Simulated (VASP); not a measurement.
# Ga2O3 (C2/m) in VASP: notebook, part 2 of 2

VASP 6.6.1. The steps go on from the part before.

### Step 3. Single point, PBE (strain +0.0100 x Voigt [1, 1, 0, 0, 0, 0])

Contents of INCAR:

```
ALGO = Normal
EDIFF = 1E-6
ENCUT = 520
GGA = PE
ISIF = 2
ISMEAR = 0
LASPH = True
LCHARG = True
LELF = True
LREAL = False
LVHAR = True
LWAVE = False
NBANDS = 55
NELM = 60
PREC = Accurate
SIGMA = 0.05
```

Contents of KPOINTS:

```
k-points
0
Gamma
  10 10 6
```

Contents of POSCAR:

```
Ga2O3
1.0
    6.2897048654     -1.5571740902      0.0114924401
    6.2897048654      1.5571740902      0.0114924401
   -1.4167506981      0.0000000000      5.7076941923
Ga O
4 6
Direct
    0.0899134338      0.0899134338      0.7947233208
    0.9100865662      0.9100865662      0.2052766792
    0.6585007301      0.6585007301      0.3141978956
    0.3414992699      0.3414992699      0.6858021044
    0.1634883775      0.1634883775      0.1092060622
    0.8365116225      0.8365116225      0.8907939378
    0.1737013130      0.1737013130      0.5643594347
    0.8262986870      0.8262986870      0.4356405653
    0.4960195697      0.4960195697      0.2566813608
    0.5039804303      0.5039804303      0.7433186392
```

Potentials or basis: VASP PAW PBE potentials, release 64 (Ga_d, O).

The run is started by

```console
$ cat potpaw_PBE.64/Ga_d/POTCAR potpaw_PBE.64/O/POTCAR > POTCAR
$ mpirun -np 1 vasp_std > vasp.out
```

OUTCAR:

```text
EDIFF = 1E-6
   ENCUT = 520
   GGA = PE
   ISIF = 2
   ISMEAR = 0
   LASPH = True
   LREAL = False
   NELM = 60
   PREC = Accurate

 ion  position               nearest neighbor table
   1  0.090  0.090  0.795-   5 1.86  10 1.88  10 1.88   7 1.91
   2  0.910  0.910  0.205-   6 1.86   9 1.88   9 1.88   8 1.91
   3  0.659  0.659  0.314-   5 1.98   5 1.98   9 1.99   8 2.06   7 2.12   7 2.12
   4  0.341  0.341  0.686-   6 1.98   6 1.98  10 1.99   7 2.06   8 2.12   8 2.12
   5  0.163  0.163  0.109-   1 1.86   3 1.98   3 1.98
   6  0.837  0.837  0.891-   2 1.86   4 1.98   4 1.98
   7  0.174  0.174  0.564-   1 1.91   4 2.06   3 2.12   3 2.12
   8  0.826  0.826  0.436-   2 1.91   3 2.06   4 2.12   4 2.12
   9  0.496  0.496  0.257-   2 1.88   2 1.88   3 1.99
  10  0.504  0.504  0.743-   1 1.88   1 1.88   4 1.99

  LATTYP: Found a base centered monoclinic cell.
 ALAT       =    12.5794307296
 B/A-ratio  =     0.2475746516
 C/A-ratio  =     0.4675010847
 COS(beta)  =    -0.2391334567

  Lattice vectors:

 A1 = (   6.2897048654,  -1.5571740902,   0.0114924401)
 A2 = (   6.2897048654,   1.5571740902,   0.0114924401)
 A3 = (  -1.4167506981,   0.0000000000,   5.7076941923)

Analysis of symmetry for initial positions (statically):
=====================================================================
 Subroutine PRICEL returns:
 Original cell was already a primitive cell.

 Routine SETGRP: Setting up the symmetry group for a
 base centered monoclinic supercell.

 Subroutine GETGRP returns: Found  4 space group operations
 (whereof  4 operations were pure point group operations)
 out of a pool of  4 trial point group operations.

The static configuration has the point symmetry C_2h.

Analysis of symmetry for dynamics (positions and initial velocities):
=====================================================================
 Subroutine PRICEL returns:
 Original cell was already a primitive cell.

 Routine SETGRP: Setting up the symmetry group for a
 base centered monoclinic supercell.

 Subroutine GETGRP returns: Found  4 space group operations
 (whereof  4 operations were pure point group operations)
 out of a pool of  4 trial point group operations.

The dynamic configuration has the point symmetry C_2h.

 Subroutine INISYM returns: Found  4 space group operations
 (whereof  4 operations are pure point group operations),
 and found     1 'primitive' translations

----------------------------------------------------------------------------------------

                                     Primitive cell

  volume of cell :     111.8549

  direct lattice vectors                    reciprocal lattice vectors
     6.289704865 -1.557174090  0.011492440     0.079458948 -0.321094477  0.019723117
     6.289704865  1.557174090  0.011492440     0.079458948  0.321094477  0.019723117
    -1.416750698  0.000000000  5.707694192    -0.000319981  0.000000000  0.175122674

  length of vectors
     6.479607281  6.479607281  5.880897511     0.331367453  0.331367453  0.175122966

  position of ions in fractional coordinates (direct lattice)
     0.089913434  0.089913434  0.794723321
     0.910086566  0.910086566  0.205276679
[... 39 lines left out ...]

  Shift w.r.t. Gamma in fractional coordinates (k-lattice)
     0.000000000  0.000000000  0.000000000

 Subroutine IBZKPT returns following result:
 ===========================================

 Found    172 irreducible k-points:

 Following reciprocal coordinates:
            Coordinates               Weight
  0.000000  0.000000  0.000000      1.000000
  0.100000 -0.000000 -0.000000      4.000000
  0.200000 -0.000000 -0.000000      4.000000
  0.300000 -0.000000 -0.000000      4.000000
  0.400000 -0.000000 -0.000000      4.000000
  0.500000 -0.000000 -0.000000      2.000000
[... 16 lines left out ...]
  0.300000  0.300000 -0.000000      2.000000
  0.400000  0.300000 -0.000000      4.000000
 [... further k-points ...]
   k-points           NKPTS =    172   k-points in BZ     NKDIM =    172   number of bands    NBANDS=     55
   number of dos      NEDOS =    301   number of ions     NIONS =     10
   total plane-waves  NPLWV = 110592
   dimension x,y,z NGX =    48 NGY =   48 NGZ =   48
   dimension x,y,z NGXF=    96 NGYF=   96 NGZF=   96
   ions per type =               4   6
   NGX,Y,Z   is equivalent  to a cutoff of  12.32, 12.32, 13.57 a.u.
   NGXF,Y,Z  is equivalent  to a cutoff of  24.63, 24.63, 27.14 a.u.
 SYSTEM =  unknown system
   PREC   = accura    normal or accurate (medium, high low for compatibility)
   ISTART =      0    job   : 0-new  1-cont  2-samecut
   ICHARG =      2    charge: 1-file 2-atom 10-const
   ISPIN  =      1    spin polarized calculation?
   LNONCOLLINEAR =      F non collinear calculations
   LSORBIT =      F    spin-orbit coupling
   LASPH  =      T    aspherical Exc in radial PAW
   ENCUT  =  520.0 eV  38.22 Ry    6.18 a.u.  12.05 12.05 10.93*2*pi/ulx,y,z
   NELM   =     60;   NELMIN=  2; NELMDL= -5     # of ELM steps
   EDIFF  = 0.1E-05   stopping-criterion for ELM
   LREAL  =      F    real-space projection
[... 7 lines left out ...]
   TEBEG  =    0.0;   TEEND  =   0.0 temperature during run
   PSTRESS=    0.0 pullay stress
   NELECT =      88.0000    total number of electrons
   NUPDOWN=      -1.0000    fix difference up-down
   EMIN   =  10.00;   EMAX   =-10.00  energy-range for DOS
   EFERMI =   0.00;   METHOD = LEGACY
   ISMEAR =     0;   SIGMA  =   0.05  broadening in eV -4-tet -1-fermi 0-gaus
   EFERMI_NEDOS =   21; number of points for ismear=-14 and -15
   IALGO  =     38    algorithm
   IMIX   =      4    mixing-type and parameters
     AMIX     =   0.40;   BMIX     =  1.00
     AMIX_MAG =   1.60;   BMIX_MAG =  1.00
  volume/ion in A,a.u.               =      11.19        75.48
  Fermi-wavevector in a.u.,A,eV,Ry     =   1.511300  2.855943 31.076086  2.284028
  Thomas-Fermi vector in A             =   2.621376
   LORBIT       =      0    0 simple, 1 ext, 2 COOP (PROOUT), +10 PAW based schemes
   GGA     = PE    functional components
   LHFCALC =     F    Hartree Fock is set to
   AEXX    =    0.0000 exact exchange contribution
   IVDW    =     0    specifies the selected vdW correction
   LEPSILON=     F    determine dielectric tensor
   LRPA    =     F    only Hartree local field effects (RPA)
 non-spin polarized calculation
 Gauss-broadening in eV      SIGMA  =   0.05
  energy-cutoff  :      520.00
  volume of cell :      111.85
 maximum number of plane-waves:      3031
   NGX = 25   NGY = 25   NGZ = 21

 number of electron      87.9999979 magnetization

 Free energy of the ion-electron system (eV)
  ---------------------------------------------------
  ext. energy  EPLUGINS =         0.00000000
  ---------------------------------------------------
  free energy    TOTEN  =       -59.65901332 eV

  energy without entropy =      -59.65901332  energy(sigma->0) =      -59.65901332

 E-fermi :   3.5210     XC(G=0): -11.2661

 val. band max:        3.2894400697   @ k =  -0.1000   0.1000   0.0000
 cond. band min:       5.0825513482   @ k =   0.0000   0.0000   0.0000
 fundamental gap:      1.7931112785
 Fermi energy:         3.5210270695

 k-point     1 :       0.0000    0.0000    0.0000
  band No.  band energies     occupation
      1     -15.2350      2.00000
      2     -14.1568      2.00000
      3     -14.1507      2.00000
      4     -14.1266      2.00000
      5     -13.6880      2.00000
      6     -13.6824      2.00000
[... 1381 lines left out ...]
     54      14.0993      0.00000
     55      15.3157      0.00000

 [... further k-points ...]
[... 5 lines left out ...]
  --------------------------------------------------------------------------------------
  -------------------------------------------------------------------------------------
  Total       -2.3469446     -3.0004988     -0.6712708      0.0000000      0.0000000     -0.0055550
  in kB      -33.6169539    -42.9782761     -9.6150883      0.0000000      0.0000000     -0.0795684
  external PRESSURE =     -28.7367728 kB  Pullay stress =       0.0000000 kB

 VOLUME and BASIS-vectors are now :
 -----------------------------------------------------------------------------
  energy-cutoff  :      520.00
  volume of cell :      111.85
      direct lattice vectors                 reciprocal lattice vectors
     6.289704865 -1.557174090  0.011492440     0.079458948 -0.321094477  0.019723117
     6.289704865  1.557174090  0.011492440     0.079458948  0.321094477  0.019723117
    -1.416750698  0.000000000  5.707694192    -0.000319981  0.000000000  0.175122674

 POSITION                                       TOTAL-FORCE (eV/Angst)
 -----------------------------------------------------------------------------------
      0.00513      0.00000      4.53810        -0.177232      0.000000     -0.115835
     11.15753      0.00000      1.19257         0.177232      0.000000      0.115835
      7.83841      0.00000      1.80848        -0.064151      0.000000     -0.034633
      3.32425      0.00000      3.92220         0.064151      0.000000      0.034633
      1.90187      0.00000      0.62707        -0.040733      0.000000      0.063265
      9.26079      0.00000      5.10361         0.040733      0.000000     -0.063265
      1.38550      0.00000      3.22518         0.042456      0.000000      0.023141
      9.77716      0.00000      2.50550        -0.042456      0.000000     -0.023141
      5.87598      0.00000      1.47646        -0.089831      0.000000     -0.042355
      5.28668      0.00000      4.25422         0.089831      0.000000      0.042355
 -----------------------------------------------------------------------------------
    total drift:                                0.000000     -0.000000     -0.000000

  FREE ENERGIE OF THE ION-ELECTRON SYSTEM (eV)
  ---------------------------------------------------
  free  energy   TOTEN  =       -59.6590133230 eV

  energy  without entropy=      -59.6590133230  energy(sigma->0) =      -59.65901332
```

Wall time 53 min (1 thread of Oxide Virtual Turin-like, shared host); peak memory 0.82 GiB.

What came out:

```yaml
Free_energy: -59.6590 eV
Pressure: -2.9 GPa
Largest_force: 0.212 eV/Å
Band_gap_on_the_k_mesh: 1.79 eV
```

Forces on the atoms (eV/Å):
```
Ga  -0.177  0.000 -0.116
Ga   0.177  0.000  0.116
Ga  -0.064  0.000 -0.035
Ga   0.064  0.000  0.035
O   -0.041  0.000  0.063
O    0.041  0.000 -0.063
O    0.042  0.000  0.023
O   -0.042  0.000 -0.023
O   -0.090  0.000 -0.042
O    0.090  0.000  0.042
```

Caveat: the cell differs from its parent crystal (strain +0.0100 x Voigt [1, 1, 0, 0, 0, 0]).
